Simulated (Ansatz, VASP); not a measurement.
# ZrB2, level by level in two programs

```
CELL_PARAMETERS angstrom
3.12716 0.00000 0.00000
-1.56358 2.70820 0.00000
0.00000 0.00000 3.48525
ATOMIC_POSITIONS crystal
Zr 0.00000 0.00000 0.00000
B 0.66667 0.33333 0.50000
B 0.33333 0.66667 0.50000
```

Single points on this cell with VASP 6.6.1 and Ansatz 0.2.0. Each row is one pair of runs. Alike in all rows: spin: off; k mesh: 10 × 10 × 8; smearing: fermi-dirac, width 0.05 eV; VASP's potentials, cutoff: VASP PAW PBE potentials, release 64 (Zr_sv, B), 520 eV.

```csv
level,"Ansatz's potentials, cutoff","gap on the k mesh at the Fermi level (eV), VASP","gap on the k mesh at the Fermi level (eV), Ansatz","pressure (GPa), VASP","pressure (GPa), Ansatz"
r2SCAN,"Ansatz PAW, 500 eV",none,none,11.8,11.7
PBE+D3(BJ),"Ansatz PAW, 420 eV",none,none,4.9,4.7
PBEsol+D4,"Ansatz PAW, 420 eV",none,none,3.1,2.8
```

Pressure (GPa): the two programs differ by at most 0.37.

A gap of «none» marks a metal or a gap that the smearing closes.
